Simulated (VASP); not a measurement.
# InP (gw) (I-4m2) in VASP: notebook

InP (gw) is run at these levels: PBEsol; tasks: single point.

Program: VASP 6.6.1. These are calculated values, not measurements. Logs are shortened: lines on timing, memory, paths and dates and some standing lists are left out, and cuts for length are marked.

### Step 1. The cell of the first run

The structure is tetragonal, space group I-4m2 (No. 119). Conventional cell: a = 4.135 Å, b = 4.135 Å, c = 5.967 Å, α = 90.00°, β = 90.00°, γ = 90.00°. In (site symmetry -4m2) has 4 P at 2.55 Å within 3.4 Å. Within 3.4 Å of P (site symmetry -4m2) lie 4 In at 2.55 Å.

### Step 2. Single point, PBEsol

INCAR

```
SYSTEM = InP
ALGO = Normal ; EDIFF = 1E-6
ENCUT = 500 ; GGA = PS
GGA_COMPAT = .False. ; ISIF = 2
ISMEAR = 0 ; LASPH = .True.
LCHARG = .True. ; LELF = .True.
LREAL = .False. ; LVHAR = .True.
LWAVE = .False. ; NBANDS = 16
NELM = 120 ; PREC = Accurate
SIGMA = 0.01
```

KPOINTS

```
k-points
0
Gamma
  4 4 4
  0 0 0
```

POSCAR

```
InP
1.0
    0.0000000000      2.9238357981      2.9832759422
    2.9238357981      0.0000000000      2.9832759422
    2.9238357981      2.9238357981      0.0000000000
In P
1 1
Direct
    0.0000000000      0.0000000000      0.0000000000
    0.2500000000      0.2500000000      0.2500000000
```

Potentials or basis: VASP PAW PBE potentials, release 64 (In_d, P).

Launch:

```console
$ cat potpaw_PBE.64/In_d/POTCAR potpaw_PBE.64/P/POTCAR > POTCAR
$ mpirun -np 1 vasp_std > vasp.out
```

OUTCAR:

```text
SYSTEM = InP
   EDIFF = 1E-6
   ENCUT = 500
   GGA = PS
   ISIF = 2
   ISMEAR = 0
   LASPH = .True.
   LREAL = .False.
   NELM = 120
   PREC = Accurate

 ion  position               nearest neighbor table
   1  0.000  0.000  0.000-   2 2.55   2 2.55   2 2.55   2 2.55
   2  0.250  0.250  0.250-   1 2.55   1 2.55   1 2.55   1 2.55

  LATTYP: Found a body centered tetragonal cell.
 ALAT       =     4.1349282398
 C/A-ratio  =     1.4429638287

  Lattice vectors:

 A1 = (  -2.9238357981,   0.0000000000,   2.9832759422)
 A2 = (   2.9238357981,   0.0000000000,   2.9832759422)
 A3 = (   0.0000000000,   2.9238357981,  -2.9832759422)

Analysis of symmetry for initial positions (statically):
=====================================================================
 Subroutine PRICEL returns:
 Original cell was already a primitive cell.

 Routine SETGRP: Setting up the symmetry group for a
 body centered tetragonal supercell.

 Subroutine GETGRP returns: Found  8 space group operations
 (whereof  8 operations were pure point group operations)
 out of a pool of 16 trial point group operations.

The static configuration has the point symmetry D_2d.

Analysis of symmetry for dynamics (positions and initial velocities):
=====================================================================
 Subroutine PRICEL returns:
 Original cell was already a primitive cell.

 Routine SETGRP: Setting up the symmetry group for a
 body centered tetragonal supercell.

 Subroutine GETGRP returns: Found  8 space group operations
 (whereof  8 operations were pure point group operations)
 out of a pool of 16 trial point group operations.

The dynamic configuration has the point symmetry D_2d.

 Subroutine INISYM returns: Found  8 space group operations
 (whereof  8 operations are pure point group operations),
 and found     1 'primitive' translations

----------------------------------------------------------------------------------------

                                     Primitive cell

  volume of cell :      51.0070

  direct lattice vectors                    reciprocal lattice vectors
     0.000000000  2.923835798  2.983275942    -0.171008235  0.171008235  0.167600990
     2.923835798  0.000000000  2.983275942     0.171008235 -0.171008235  0.167600990
     2.923835798  2.923835798  0.000000000     0.171008235  0.171008235 -0.167600990

  length of vectors
     4.177170229  4.177170229  4.134928240     0.294240930  0.294240930  0.294240930

  position of ions in fractional coordinates (direct lattice)
[... 67 lines left out ...]
   EDIFF  = 0.1E-05   stopping-criterion for ELM
   LREAL  =      F    real-space projection
   EDIFFG = 0.1E-04   stopping-criterion for IOM
   NSW    =      0    number of steps for IOM
   IBRION =     -1    ionic relax: 0-MD 1-quasi-New 2-CG
   NFREE  =      0    steps in history (QN), initial steepest desc. (CG)
   ISIF   =      2    stress and relaxation
   ISYM   =      2    0-nonsym 1-usesym 2-fastsym
   POTIM  = 0.5000    time-step for ionic-motion
   TEBEG  =    0.0;   TEEND  =   0.0 temperature during run
   PSTRESS=    0.0 pullay stress
   NELECT =      18.0000    total number of electrons
   NUPDOWN=      -1.0000    fix difference up-down
   EMIN   =  10.00;   EMAX   =-10.00  energy-range for DOS
   EFERMI =   0.00;   METHOD = LEGACY
   ISMEAR =     0;   SIGMA  =   0.01  broadening in eV -4-tet -1-fermi 0-gaus
   EFERMI_NEDOS =   21; number of points for ismear=-14 and -15
   IALGO  =     38    algorithm
   IMIX   =      4    mixing-type and parameters
     AMIX     =   0.40;   BMIX     =  1.00
     AMIX_MAG =   1.60;   BMIX_MAG =  1.00
  volume/ion in A,a.u.               =      25.50       172.11
  Fermi-wavevector in a.u.,A,eV,Ry     =   1.156882  2.186191 18.209722  1.338377
  Thomas-Fermi vector in A             =   2.293499
   LORBIT       =      0    0 simple, 1 ext, 2 COOP (PROOUT), +10 PAW based schemes
   GGA     = PS    functional components
   LHFCALC =     F    Hartree Fock is set to
   AEXX    =    0.0000 exact exchange contribution
   IVDW    =     0    specifies the selected vdW correction
   LEPSILON=     F    determine dielectric tensor
   LRPA    =     F    only Hartree local field effects (RPA)
 non-spin polarized calculation
 Gauss-broadening in eV      SIGMA  =   0.01
  energy-cutoff  :      500.00
  volume of cell :       51.01
 maximum number of plane-waves:      1311
   NGX = 15   NGY = 15   NGZ = 15

 number of electron      18.0000003 magnetization

 Free energy of the ion-electron system (eV)
  ---------------------------------------------------
  ext. energy  EPLUGINS =         0.00000000
  ---------------------------------------------------
  free energy    TOTEN  =        -9.03728078 eV

  energy without entropy =       -9.03728078  energy(sigma->0) =       -9.03728078

 E-fermi :   5.0795     XC(G=0):  -9.4031

 val. band max:        5.0273774233   @ k =   0.0000   0.0000   0.0000
 cond. band min:       5.5190790281   @ k =   0.0000   0.0000   0.0000
 fundamental gap:      0.4917016047
 Fermi energy:         5.0795081236

 k-point     1 :       0.0000    0.0000    0.0000
  band No.  band energies     occupation
      1      -9.1854      2.00000
      2      -9.1763      2.00000
      3      -9.1763      2.00000
      4      -9.0350      2.00000
      5      -9.0329      2.00000
      6      -6.4680      2.00000
[... 224 lines left out ...]
      3      -9.0866      2.00000
      4      -9.0573      2.00000
      5      -9.0156      2.00000
      6      -4.0071      2.00000
[... 8 lines left out ...]
     15      16.3878      0.00000
     16      16.9143      0.00000

------------------------ aborting loop because EDIFF is reached ----------------------------------------

  FORCE on cell =-STRESS in cart. coord.  units (eV):
  Direction    XX          YY          ZZ          XY          YZ          ZX
  --------------------------------------------------------------------------------------
  -------------------------------------------------------------------------------------
  Total        0.0516539      0.0516539     -0.2351158      0.0000000      0.0000000     -0.0000000
  in kB        1.6224997      1.6224997     -7.3852140      0.0000000      0.0000000     -0.0000000
  external PRESSURE =      -1.3800715 kB  Pullay stress =       0.0000000 kB

 VOLUME and BASIS-vectors are now :
 -----------------------------------------------------------------------------
  energy-cutoff  :      500.00
  volume of cell :       51.01
      direct lattice vectors                 reciprocal lattice vectors
     0.000000000  2.923835798  2.983275942    -0.171008235  0.171008235  0.167600990
     2.923835798  0.000000000  2.983275942     0.171008235 -0.171008235  0.167600990
     2.923835798  2.923835798  0.000000000     0.171008235  0.171008235 -0.167600990

 POSITION                                       TOTAL-FORCE (eV/Angst)
 -----------------------------------------------------------------------------------
      0.00000      0.00000      0.00000        -0.000000     -0.000000      0.000000
      1.46192      1.46192      1.49164         0.000000      0.000000     -0.000000
 -----------------------------------------------------------------------------------
    total drift:                                0.000000      0.000000      0.000000

  FREE ENERGIE OF THE ION-ELECTRON SYSTEM (eV)
  ---------------------------------------------------
  free  energy   TOTEN  =        -9.0372807800 eV

  energy  without entropy=       -9.0372807800  energy(sigma->0) =       -9.03728078
```

Wall time 8.9 s (1 thread of Intel Xeon Platinum 8488C (Sapphire Rapids), shared host); peak memory 0.16 GiB.

Results:

```yaml
Free_energy: -9.0373 eV
Pressure: -0.1 GPa
Band_gap_on_the_k_mesh: 0.49 eV, direct
```

Stress tensor (GPa, compression positive):
```
 0.16  0.00  0.00
 0.00  0.16  0.00
 0.00  0.00 -0.74
```

Caveat: the k points lie up to 0.46 Å⁻¹ apart; the PAW data sets were made with another functional, which shifts forces and pressure a little; spin-orbit coupling is left out, which moves the levels of the heavy elements. As with any semilocal functional, this PBEsol gap is likely too small.

### Step 3. Single point, PBEsol

INCAR

```
PREC = Accurate
ENCUT = 500
EDIFF = 1E-6
ISMEAR = 0
SIGMA = 0.01
LREAL = False
LASPH = True
NELM = 120
ALGO = Normal
ISIF = 2
LWAVE = False
LCHARG = False
GGA = PS
NBANDS = 16
GGA_COMPAT = False
```

KPOINTS

```
regular mesh
0
Gamma
  4 4 4
```

POSCAR is that of step 2.

Potentials or basis: VASP PAW PBE potentials, release 64 (In_d, P).

Launch:

```console
$ cat potpaw_PBE.64/In_d/POTCAR potpaw_PBE.64/P/POTCAR > POTCAR
$ mpirun -np 1 vasp_std > vasp.out
```

OUTCAR:

```text
PREC = Accurate
   ENCUT = 500
   EDIFF = 1E-6
   ISMEAR = 0
   LREAL = False
   LASPH = True
   NELM = 120
   ISIF = 2
   GGA = PS

 ion  position               nearest neighbor table
   1  0.000  0.000  0.000-   2 2.55   2 2.55   2 2.55   2 2.55
   2  0.250  0.250  0.250-   1 2.55   1 2.55   1 2.55   1 2.55

  LATTYP: Found a body centered tetragonal cell.
 ALAT       =     4.1349282398
 C/A-ratio  =     1.4429638287

  Lattice vectors:

 A1 = (  -2.9238357981,   0.0000000000,   2.9832759422)
[... 418 lines left out ...]

------------------------ aborting loop because EDIFF is reached ----------------------------------------

  FORCE on cell =-STRESS in cart. coord.  units (eV):
  Direction    XX          YY          ZZ          XY          YZ          ZX
  --------------------------------------------------------------------------------------
  -------------------------------------------------------------------------------------
  Total        0.0516539      0.0516539     -0.2351158      0.0000000      0.0000000     -0.0000000
  in kB        1.6224997      1.6224997     -7.3852140      0.0000000      0.0000000     -0.0000000
  external PRESSURE =      -1.3800715 kB  Pullay stress =       0.0000000 kB

 VOLUME and BASIS-vectors are now :
 -----------------------------------------------------------------------------
  energy-cutoff  :      500.00
  volume of cell :       51.01
      direct lattice vectors                 reciprocal lattice vectors
     0.000000000  2.923835798  2.983275942    -0.171008235  0.171008235  0.167600990
     2.923835798  0.000000000  2.983275942     0.171008235 -0.171008235  0.167600990
     2.923835798  2.923835798  0.000000000     0.171008235  0.171008235 -0.167600990

 POSITION                                       TOTAL-FORCE (eV/Angst)
 -----------------------------------------------------------------------------------
      0.00000      0.00000      0.00000        -0.000000     -0.000000      0.000000
      1.46192      1.46192      1.49164         0.000000      0.000000     -0.000000
 -----------------------------------------------------------------------------------
    total drift:                                0.000000      0.000000      0.000000

  FREE ENERGIE OF THE ION-ELECTRON SYSTEM (eV)
  ---------------------------------------------------
  free  energy   TOTEN  =        -9.0372807800 eV

  energy  without entropy=       -9.0372807800  energy(sigma->0) =       -9.03728078
```

OSZICAR:

```text
N       E                     dE             d eps       ncg     rms          rms(c)
DAV:   1     0.107181806709E+03    0.10718E+03   -0.81360E+03   416   0.119E+03
DAV:   2    -0.243160208275E+01   -0.10961E+03   -0.10347E+03   456   0.285E+02
DAV:   3    -0.928294268408E+01   -0.68513E+01   -0.68224E+01   544   0.708E+01
DAV:   4    -0.946637600778E+01   -0.18343E+00   -0.18338E+00   568   0.126E+01
DAV:   5    -0.947174064916E+01   -0.53646E-02   -0.53646E-02   568   0.167E+00    0.539E+00
DAV:   6    -0.907689099501E+01    0.39485E+00   -0.60028E-01   680   0.135E+01    0.316E+00
DAV:   7    -0.903919576690E+01    0.37695E-01   -0.14142E-01   632   0.336E+00    0.111E+00
DAV:   8    -0.903682859944E+01    0.23672E-02   -0.15304E-02   544   0.141E+00    0.307E-01
DAV:   9    -0.903716933618E+01   -0.34074E-03   -0.12187E-03   520   0.371E-01    0.143E-01
DAV:  10    -0.903724520380E+01   -0.75868E-04   -0.17308E-04   616   0.164E-01    0.953E-02
DAV:  11    -0.903728167072E+01   -0.36467E-04   -0.44197E-05   528   0.712E-02    0.239E-02
DAV:  12    -0.903728064466E+01    0.10261E-05   -0.56797E-06   512   0.274E-02    0.946E-03
DAV:  13    -0.903728077996E+01   -0.13530E-06   -0.72528E-07   408   0.454E-03
   1 F= -.90372808E+01 E0= -.90372808E+01  d E =-.277843E-15
```

Run time: 8.6 s. Hardware: 1 thread of Intel Xeon Platinum 8488C (Sapphire Rapids), shared host; peak memory 0.16 GiB.

What came out:

| Property | Result |
| --- | --- |
| Free energy | -9.0373 eV |
| Pressure | -0.1 GPa |
| Band gap on the k mesh | 0.49 eV, direct |

Caveat: the k points lie up to 0.46 Å⁻¹ apart; the PAW data sets were made with another functional, which shifts forces and pressure a little; spin-orbit coupling is left out, which moves the levels of the heavy elements. A hybrid or GW would open this gap; PBEsol tends to underestimate it.
